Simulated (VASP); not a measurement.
Wanted: the native input for a VASP 6.6.1 run.

| Quantity | Value |
| --- | --- |
| Task | relaxation of cell and atoms |
| Functional | PBE |
| Potentials or basis | VASP PAW PBE potentials, release 64 (Be) |
| Cutoff | 600 eV |
| k mesh | 26 × 26 × 14 |
| Occupations | fermi-dirac, width 0.08 eV |
| Spin | no spin polarisation |
| Target pressure | 420 GPa |
| Dipole correction | no |
| Further INCAR settings | ALGO = Normal; EDIFF = 1e-06; IBRION = 2; EDIFFG = -0.005; NSW = 32; ISIF = 3 |

The structure of Be lies in POSCAR:

```
Be
1.0
    1.6918907019      0.0000000000      0.0000000000
   -0.8459453509      1.4652203283      0.0000000000
    0.0000000000      0.0000000000      2.7348271770
Be
2
Direct
    0.3333333333      0.6666666667      0.2500000000
    0.6666666667      0.3333333333      0.7500000000
```

These files were run (other wordings do the same):

INCAR

```
SYSTEM = Be
PREC = Accurate
ENCUT = 600
EDIFF = 1E-6
ISMEAR = -1
SIGMA = 0.08
LREAL = .FALSE.
LASPH = .TRUE.
NELM = 100
ALGO = Normal
ISIF = 3
LWAVE = .FALSE.
LCHARG = .FALSE.
GGA = PE
IBRION = 2
NSW = 32
EDIFFG = -0.005
PSTRESS = 4200.0
```

KPOINTS

```
Automatic mesh
0
G
  26 26 14
  0 0 0
```

Potentials or basis: VASP PAW PBE potentials, release 64 (Be).

Launch:

```console
$ cat potpaw_PBE.64/Be/POTCAR > POTCAR
$ mpirun -np 1 vasp_std > vasp.out
```

Results of the run:

| Quantity | Value |
| --- | --- |
| Relaxed volume | 3.40 Å³/atom |
| Relaxed cell | a = 1.693 Å, b = 1.693 Å, c = 2.737 Å, α = 90.00°, β = 90.00°, γ = 120.00° |
| Space group after relaxing (to 0.1 Å) | P6_3/mmc (No. 194) |
| Energy change on relaxing (the run minimises the enthalpy) | -23.1 meV/atom |
| Ionic steps | 3 |
| Pressure after relaxing | 420.0 GPa |
| Band gap on the k mesh | zero (bands 2 and 3 overlap by 2.70 eV) |

Caveat: the cell is relaxed towards a set pressure, so the run minimises the enthalpy, not the energy.

Run time: 36 s on 1 thread of Intel(R) Xeon(R) Platinum 8259CL CPU @ 2.50GHz (Skylake/Cascade Lake), with other jobs on the host, peak memory 0.13 GiB.
